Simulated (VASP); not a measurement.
# Bi2Se3 (R-3m) in VASP: a series of runs

Bi2Se3 is run at these levels: PBE; tasks: single point, relaxation of cell and atoms.

All numbers are computed with VASP 6.6.1; they aren't measurements. Logs are shortened: lines on timing, memory, paths and dates and some standing lists are left out, and cuts for length are marked.

## (1) The cell of the first run

The structure is trigonal, space group R-3m (No. 166). Conventional cell: a = 4.187 Å, b = 4.187 Å, c = 31.302 Å, α = 90.00°, β = 90.00°, γ = 120.00°. Within 3.8 Å of Bi (site symmetry 3m) lie 6 Se at 2.88 to 3.11 Å. Se (site symmetry -3m) has 6 Bi at 3.11 Å and 12 Se at 4.19 to 4.27 Å within 4.3 Å. Within 3.8 Å of Se (site symmetry 3m) lie 3 Bi at 2.88 Å.

## (2) Single point, PBE

INCAR

```
ALGO = Normal
EDIFF = 1E-6
ENCUT = 520
GGA = PE
ISIF = 2
ISMEAR = 0
LASPH = T
LCHARG = T
LELF = T
LREAL = F
LVHAR = T
LWAVE = F
NBANDS = 32
NELM = 80
PREC = Accurate
SIGMA = 0.02
```

KPOINTS

```
k-points
0
Gamma
  6 6 6
```

POSCAR

```
Bi2Se3
1.0
    2.0936564881      1.2087731370     10.4340298002
   -2.0936564881      1.2087731370     10.4340298002
    0.0000000000     -2.4175462740     10.4340298002
Bi Se
2 3
Direct
    0.3955941717      0.3955941717      0.3955941717
    0.6044058283      0.6044058283      0.6044058283
    0.0000000000      0.0000000000      0.0000000000
    0.2210304551      0.2210304551      0.2210304551
    0.7789695449      0.7789695449      0.7789695449
```

Potentials or basis: VASP PAW PBE potentials, release 64 (Bi_d, Se).

The run is started by

```bash
$ cat potpaw_PBE.64/Bi_d/POTCAR potpaw_PBE.64/Se/POTCAR > POTCAR
$ mpirun -np 1 vasp_std > vasp.out
```

OUTCAR:

```text
EDIFF = 1E-6
   ENCUT = 520
   GGA = PE
   ISIF = 2
   ISMEAR = 0
   LASPH = T
   LREAL = F
   NELM = 80
   PREC = Accurate

 ion  position               nearest neighbor table
   1  0.396  0.396  0.396-   5 2.88   5 2.88   5 2.88   3 3.11   3 3.11   3 3.11
   2  0.604  0.604  0.604-   4 2.88   4 2.88   4 2.88   3 3.11   3 3.11   3 3.11
   3  0.000  0.000  0.000-   2 3.11   2 3.11   1 3.11   1 3.11   2 3.11   1 3.11
   4  0.221  0.221  0.221-   2 2.88   2 2.88   2 2.88
   5  0.779  0.779  0.779-   1 2.88   1 2.88   1 2.88

  LATTYP: Found a trigonal (rhomboedric) cell.
 ALAT       =    10.7104392001
 COS(alpha) =     0.9235766115

  Lattice vectors:

 A1 = (   2.0936564881,   1.2087731370,  10.4340298002)
 A2 = (  -2.0936564881,   1.2087731370,  10.4340298002)
 A3 = (   0.0000000000,  -2.4175462740,  10.4340298002)

Analysis of symmetry for initial positions (statically):
=====================================================================
 Subroutine PRICEL returns:
 Original cell was already a primitive cell.

 Routine SETGRP: Setting up the symmetry group for a
 trigonal (rhombohedral) supercell.

 Subroutine GETGRP returns: Found 12 space group operations
 (whereof 12 operations were pure point group operations)
 out of a pool of 12 trial point group operations.

The static configuration has the point symmetry D_3d.

Analysis of symmetry for dynamics (positions and initial velocities):
=====================================================================
 Subroutine PRICEL returns:
 Original cell was already a primitive cell.

 Routine SETGRP: Setting up the symmetry group for a
 trigonal (rhombohedral) supercell.

 Subroutine GETGRP returns: Found 12 space group operations
 (whereof 12 operations were pure point group operations)
 out of a pool of 12 trial point group operations.

The dynamic configuration has the point symmetry D_3d.

 Subroutine INISYM returns: Found 12 space group operations
 (whereof 12 operations are pure point group operations),
 and found     1 'primitive' translations

----------------------------------------------------------------------------------------

                                     Primitive cell

  volume of cell :     158.4359

  direct lattice vectors                    reciprocal lattice vectors
     2.093656488  1.208773137 10.434029800     0.238816636  0.137880849  0.031946749
    -2.093656488  1.208773137 10.434029800    -0.238816636  0.137880849  0.031946749
     0.000000000 -2.417546274 10.434029800     0.000000000 -0.275761698  0.031946749

  length of vectors
    10.710439200 10.710439200 10.710439200     0.277606032  0.277606032  0.277606032

  position of ions in fractional coordinates (direct lattice)
     0.395594172  0.395594172  0.395594172
     0.604405828  0.604405828  0.604405828
     0.000000000  0.000000000  0.000000000
     0.221030455  0.221030455  0.221030455
     0.778969545  0.778969545  0.778969545

  ion indices of the primitive-cell ions
   primitive index   ion index
                 1           1
                 2           2
                 3           3
                 4           4
                 5           5

----------------------------------------------------------------------------------------

 KPOINTS: k-points

Automatic generation of k-mesh.
 Grid dimensions read from file:
 generate k-points for:    6    6    6

 Generating k-lattice:

  Cartesian coordinates                     Fractional coordinates (reciprocal lattice)
     0.039802773  0.022980142  0.005324458     0.166666667  0.000000000 -0.000000000
    -0.039802773  0.022980142  0.005324458     0.000000000  0.166666667 -0.000000000
     0.000000000 -0.045960283  0.005324458    -0.000000000 -0.000000000  0.166666667

  Length of vectors
     0.046267672  0.046267672  0.046267672

  Shift w.r.t. Gamma in fractional coordinates (k-lattice)
     0.000000000  0.000000000  0.000000000

 Subroutine IBZKPT returns following result:
 ===========================================

 Found     32 irreducible k-points:

 Following reciprocal coordinates:
            Coordinates               Weight
  0.000000  0.000000  0.000000      1.000000
  0.166667  0.000000  0.000000      6.000000
  0.333333  0.000000  0.000000      6.000000
  0.500000 -0.000000  0.000000      3.000000
  0.166667  0.166667  0.000000      6.000000
  0.333333  0.166667  0.000000     12.000000
[... 16 lines left out ...]
  0.500000  0.500000  0.166667      6.000000
 -0.333333  0.500000  0.166667     12.000000
 [... further k-points ...]
   k-points           NKPTS =     32   k-points in BZ     NKDIM =     32   number of bands    NBANDS=     32
   number of dos      NEDOS =    301   number of ions     NIONS =      5
   total plane-waves  NPLWV = 512000
   dimension x,y,z NGX =    80 NGY =   80 NGZ =   80
   dimension x,y,z NGXF=   160 NGYF=  160 NGZF=  160
   ions per type =               2   3
   NGX,Y,Z   is equivalent  to a cutoff of  12.42, 12.42, 12.42 a.u.
   NGXF,Y,Z  is equivalent  to a cutoff of  24.83, 24.83, 24.83 a.u.
 SYSTEM =  unknown system
   PREC   = accura    normal or accurate (medium, high low for compatibility)
   ISTART =      0    job   : 0-new  1-cont  2-samecut
   ICHARG =      2    charge: 1-file 2-atom 10-const
   ISPIN  =      1    spin polarized calculation?
   LNONCOLLINEAR =      F non collinear calculations
   LSORBIT =      F    spin-orbit coupling
   LASPH  =      T    aspherical Exc in radial PAW
   ENCUT  =  520.0 eV  38.22 Ry    6.18 a.u.  19.91 19.91 19.91*2*pi/ulx,y,z
   NELM   =     80;   NELMIN=  2; NELMDL= -5     # of ELM steps
   EDIFF  = 0.1E-05   stopping-criterion for ELM
   LREAL  =      F    real-space projection
   EDIFFG = 0.1E-04   stopping-criterion for IOM
   NSW    =      0    number of steps for IOM
   IBRION =     -1    ionic relax: 0-MD 1-quasi-New 2-CG
   NFREE  =      0    steps in history (QN), initial steepest desc. (CG)
   ISIF   =      2    stress and relaxation
   ISYM   =      2    0-nonsym 1-usesym 2-fastsym
   POTIM  = 0.5000    time-step for ionic-motion
   TEBEG  =    0.0;   TEEND  =   0.0 temperature during run
   PSTRESS=    0.0 pullay stress
   NELECT =      48.0000    total number of electrons
   NUPDOWN=      -1.0000    fix difference up-down
   EMIN   =  10.00;   EMAX   =-10.00  energy-range for DOS
   EFERMI =   0.00;   METHOD = LEGACY
   ISMEAR =     0;   SIGMA  =   0.02  broadening in eV -4-tet -1-fermi 0-gaus
   EFERMI_NEDOS =   21; number of points for ismear=-14 and -15
   IALGO  =     38    algorithm
   IMIX   =      4    mixing-type and parameters
     AMIX     =   0.40;   BMIX     =  1.00
     AMIX_MAG =   1.60;   BMIX_MAG =  1.00
  volume/ion in A,a.u.               =      31.69       213.84
  Fermi-wavevector in a.u.,A,eV,Ry     =   1.099522  2.077796 16.448755  1.208949
  Thomas-Fermi vector in A             =   2.235918
   LORBIT       =      0    0 simple, 1 ext, 2 COOP (PROOUT), +10 PAW based schemes
   GGA     = PE    functional components
   LHFCALC =     F    Hartree Fock is set to
   AEXX    =    0.0000 exact exchange contribution
   IVDW    =     0    specifies the selected vdW correction
   LEPSILON=     F    determine dielectric tensor
   LRPA    =     F    only Hartree local field effects (RPA)
 non-spin polarized calculation
 Gauss-broadening in eV      SIGMA  =   0.02
  energy-cutoff  :      520.00
  volume of cell :      158.44
 maximum number of plane-waves:      4296
   NGX = 39   NGY = 39   NGZ = 39

 number of electron      47.9999997 magnetization

 Free energy of the ion-electron system (eV)
  ---------------------------------------------------
  ext. energy  EPLUGINS =         0.00000000
  ---------------------------------------------------
  free energy    TOTEN  =       -20.23575952 eV

  energy without entropy =      -20.23575952  energy(sigma->0) =      -20.23575952

 E-fermi :   3.4925     XC(G=0):  -8.8822

 val. band max:        3.3850972452   @ k =   0.5000   0.5000   0.3333
 cond. band min:       4.0766413533   @ k =   0.0000   0.0000   0.0000
 fundamental gap:      0.6915441081
 Fermi energy:         3.4925221615

 k-point     1 :       0.0000    0.0000    0.0000
  band No.  band energies     occupation
      1     -19.2866      2.00000
      2     -19.2866      2.00000
      3     -19.2853      2.00000
      4     -19.2853      2.00000
      5     -19.2823      2.00000
      6     -19.2801      2.00000
[... 24 lines left out ...]
     31       9.7382      0.00000
     32      10.1852      0.00000

 k-point     2 :       0.1667    0.0000    0.0000
  band No.  band energies     occupation
      1     -19.2897      2.00000
      2     -19.2879      2.00000
      3     -19.2810      2.00000
      4     -19.2797      2.00000
      5     -19.2788      2.00000
      6     -19.2768      2.00000
[... 24 lines left out ...]
     31       9.2036      0.00000
     32      10.0444      0.00000

 k-point     3 :       0.3333    0.0000    0.0000
  band No.  band energies     occupation
      1     -19.2978      2.00000
      2     -19.2946      2.00000
      3     -19.2815      2.00000
      4     -19.2773      2.00000
      5     -19.2753      2.00000
      6     -19.2722      2.00000
[... 24 lines left out ...]
     31       8.2678      0.00000
     32      10.4366      0.00000

 k-point     4 :       0.5000   -0.0000    0.0000
  band No.  band energies     occupation
      1     -19.3024      2.00000
      2     -19.2984      2.00000
      3     -19.2839      2.00000
      4     -19.2795      2.00000
      5     -19.2760      2.00000
      6     -19.2717      2.00000
[... 654 lines left out ...]
     31       8.6538      0.00000
     32      10.6507      0.00000

 k-point    23 :       0.5000    0.5000    0.1667
  band No.  band energies     occupation
      1     -19.2978      2.00000
      2     -19.2946      2.00000
      3     -19.2815      2.00000
      4     -19.2773      2.00000
      5     -19.2753      2.00000
      6     -19.2722      2.00000
[... 24 lines left out ...]
     31       8.3016      0.00000
     32      10.1319      0.00000

 k-point    24 :      -0.3333    0.5000    0.1667
  band No.  band energies     occupation
      1     -19.2964      2.00000
      2     -19.2933      2.00000
      3     -19.2805      2.00000
      4     -19.2790      2.00000
      5     -19.2767      2.00000
      6     -19.2744      2.00000
[... 24 lines left out ...]
     31       8.7022      0.00000
     32      10.2936      0.00000

 [... further k-points ...]
[... 5 lines left out ...]
  --------------------------------------------------------------------------------------
  -------------------------------------------------------------------------------------
  Total        0.0105660      0.0105660      0.0164248     -0.0000000     -0.0000000      0.0000000
  in kB        0.1068480      0.1068480      0.1660948     -0.0000000     -0.0000000      0.0000000
  external PRESSURE =       0.1265969 kB  Pullay stress =       0.0000000 kB

 VOLUME and BASIS-vectors are now :
 -----------------------------------------------------------------------------
  energy-cutoff  :      520.00
  volume of cell :      158.44
      direct lattice vectors                 reciprocal lattice vectors
     2.093656488  1.208773137 10.434029800     0.238816636  0.137880849  0.031946749
    -2.093656488  1.208773137 10.434029800    -0.238816636  0.137880849  0.031946749
     0.000000000 -2.417546274 10.434029800     0.000000000 -0.275761698  0.031946749

 POSITION                                       TOTAL-FORCE (eV/Angst)
 -----------------------------------------------------------------------------------
      0.00000      0.00000     12.38292        -0.000000     -0.000000     -0.008835
      0.00000      0.00000     18.91917        -0.000000     -0.000000      0.008835
      0.00000      0.00000      0.00000         0.000000      0.000000      0.000000
      0.00000      0.00000      6.91872        -0.000000      0.000000     -0.010468
      0.00000      0.00000     24.38337        -0.000000      0.000000      0.010468
 -----------------------------------------------------------------------------------
    total drift:                                0.000000      0.000000     -0.000000

  FREE ENERGIE OF THE ION-ELECTRON SYSTEM (eV)
  ---------------------------------------------------
  free  energy   TOTEN  =       -20.2357595231 eV

  energy  without entropy=      -20.2357595231  energy(sigma->0) =      -20.23575952
```

It took 6.5 min on 1 thread of Intel Xeon 6975P-C (Granite Rapids), shared host; peak memory 0.95 GiB.

Results:

```
Free energy            : -20.2358 eV
Pressure               : 0.0 GPa
Largest force          : 0.010 eV/Å
Band gap on the k mesh : 0.69 eV (least direct gap 0.71 eV)
```

Forces in eV/Å, atoms in the order of the input:
```
Bi   0.000  0.000 -0.009
Bi   0.000  0.000  0.009
Se   0.000  0.000  0.000
Se   0.000  0.000 -0.010
Se   0.000  0.000  0.010
```

Caveat: spin-orbit coupling is left out, which moves the levels of the heavy elements.

## (3) Single point, PBE

INCAR

```
SYSTEM = Bi2Se3
  PREC = Accurate
  ENCUT = 520
  EDIFF = 1E-7
  ISMEAR = 0
  SIGMA = 0.01
  LREAL = .FALSE.
  LASPH = .TRUE.
  NELM = 60
  ALGO = Normal
  ISIF = 2
  LWAVE = .FALSE.
  LCHARG = .FALSE.
  GGA = PE
  NBANDS = 32
```

KPOINTS

```
Automatic mesh
0
G
  6 6 6
  0 0 0
```

POSCAR is that of step 2.

Potentials or basis: VASP PAW PBE potentials, release 64 (Bi_d, Se).

The run is started by

```bash
$ cat potpaw_PBE.64/Bi_d/POTCAR potpaw_PBE.64/Se/POTCAR > POTCAR
$ mpirun -np 1 vasp_std > vasp.out
```

Wall time 6.5 min (1 thread of Intel Xeon 6975P-C (Granite Rapids), shared host); peak memory 0.92 GiB.

Results (log left out):

```yaml
Free_energy: -20.2358 eV
Pressure: 0.0 GPa
Largest_force: 0.011 eV/Å
Band_gap_on_the_k_mesh: 0.69 eV (least direct gap 0.71 eV)
```

Forces on the atoms (eV/Å):
```
Bi   0.000  0.000 -0.008
Bi   0.000  0.000  0.008
Se   0.000  0.000  0.000
Se   0.000  0.000 -0.011
Se   0.000  0.000  0.011
```

Levels at points of the mesh, in eV from the valence-band top:
```tsv
k point	band 20	band 21	band 22	band 23	band 24	band 25	band 26	band 27	band 28	band 29
(0.00, 0.00, 0.00)	-1.18	-1.18	-0.73	-0.73	-0.02	0.69	1.98	1.98	2.50	3.02
(0.50, 0.00, 0.00)	-2.22	-2.05	-1.24	-0.82	-0.44	1.42	2.60	3.14	3.40	4.33
(0.50, 0.50, 0.00)	-2.12	-1.60	-1.07	-0.92	-0.77	1.71	2.51	2.82	3.37	4.10
(0.50, 0.50, 0.50)	-1.12	-0.91	-0.77	-0.77	-0.28	0.83	2.05	2.05	2.46	2.93
```

Caveat: spin-orbit coupling is left out, which moves the levels of the heavy elements. A k mesh can miss the band edges.

## (4) Relaxation of cell and atoms, PBE

INCAR

```
SYSTEM = Bi2Se3
PREC     = Accurate       ! precision mode
ENCUT    = 600            ! plane-wave cutoff, eV
EDIFF    = 1E-7           ! SCF threshold, eV
ISMEAR   = 0              ! smearing method
SIGMA    = 0.01           ! smearing width, eV
LREAL    = .False.        ! projectors in reciprocal space
LASPH    = .True.         ! aspherical terms in the spheres
NELM     = 100            ! most SCF steps
ALGO     = Normal         ! electronic algorithm
ISIF     = 3              ! what is computed and relaxed
LWAVE    = .False.        ! write WAVECAR
LCHARG   = .False.        ! write CHGCAR
GGA      = PE             ! functional
IBRION   = 2              ! ionic algorithm
NSW      = 80             ! ionic steps
EDIFFG   = -0.001         ! ionic threshold
```

KPOINTS

```
regular mesh
0
Gamma
  6 6 6
  0 0 0
```

POSCAR is that of step 3.

The run is started by

```bash
$ cat potpaw_PBE.64/Bi_d/POTCAR potpaw_PBE.64/Se/POTCAR > POTCAR
$ mpirun -np 1 vasp_std > vasp.out
```

It took 61 min on 1 thread of Intel Xeon 6975P-C (Granite Rapids), shared host; peak memory 1.4 GiB.

Results (log left out):

| Property | Result |
| --- | --- |
| Free energy | -20.2358 eV |
| Relaxed volume | 31.70 Å³/atom |
| Relaxed cell | a = 10.713 Å, b = 10.713 Å, c = 10.713 Å, α = 22.54°, β = 22.54°, γ = 22.54° |
| Space group after relaxing (to 0.1 Å) | R-3m (No. 166) |
| Energy gained by relaxing | 0.0 meV/atom |
| Ionic steps | 14 |
| Pressure after relaxing | 0.0 GPa |
| Band gap on the k mesh | 0.69 eV (least direct gap 0.71 eV) |

Final structure:
```
Bi Se
1.0
     2.09391    1.20892   10.43608
    -2.09391    1.20892   10.43608
     0.00000   -2.41784   10.43608
Bi Se
2 3
Cartesian
  0.0000 0.0000 12.3848
  0.0000 0.0000 18.9234
  0.0000 0.0000 0.0000
  0.0000 0.0000 6.9195
  0.0000 0.0000 24.3887
```

Levels at points of the mesh, in eV from the valence-band top:
```csv
k point,band 20,band 21,band 22,band 23,band 24,band 25,band 26,band 27,band 28
"(0.00, 0.00, 0.00)",-1.17,-1.17,-0.72,-0.72,-0.02,0.69,1.98,1.98,2.50
"(0.50, 0.00, 0.00)",-2.21,-2.05,-1.24,-0.82,-0.44,1.42,2.60,3.14,3.40
"(0.50, 0.50, 0.00)",-2.11,-1.60,-1.07,-0.92,-0.77,1.71,2.51,2.81,3.37
"(0.50, 0.50, 0.50)",-1.12,-0.91,-0.76,-0.76,-0.28,0.83,2.05,2.05,2.46
```

Caveat: spin-orbit coupling is left out, which moves the levels of the heavy elements. A k mesh can miss the band edges.

[end of part 1 of 2]
